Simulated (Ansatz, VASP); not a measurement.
SrTiO3 in VASP and in Ansatz

```
Sr Ti O
1.0
     3.90727    0.00000    0.00000
     0.00000    3.90727    0.00000
     0.00000    0.00000    3.90727
Sr Ti O
1 1 3
Direct
  0.00000 0.00000 0.00000
  0.50000 0.50000 0.50000
  0.50000 0.00000 0.50000
  0.50000 0.50000 0.00000
  0.00000 0.50000 0.50000
```

Alike in both runs: functional r2SCAN; k mesh 8 × 8 × 8; occupations gaussian, width 0.02 eV; no spin polarisation.

Ansatz relaxed the structure, and its values are those at the end. VASP's run is a single point on that final structure, the one shown.

```csv
,VASP,Ansatz
version,VASP 6.6.1,Ansatz 0.2.0
potentials or method,"VASP PAW PBE potentials, release 64 (Sr_sv, Ti_sv, O), cutoff 520 eV","scalar-relativistic, plane waves, PAW"
valence electrons in the cell,40,40
```

VASP gave:

| Quantity | Value |
| --- | --- |
| gap on the k mesh at the Fermi level (eV) | 2.27 |
| least direct gap on the mesh (eV) | 2.66 |
| pressure (GPa) | 0.9 |

**Question.** Which values does Ansatz return?

**Answer.** gap on the k mesh at the Fermi level (eV): 2.26; least direct gap on the mesh (eV): 2.63; pressure (GPa): 0.0.

VASP's potentials were made for PBE, not for r2SCAN.
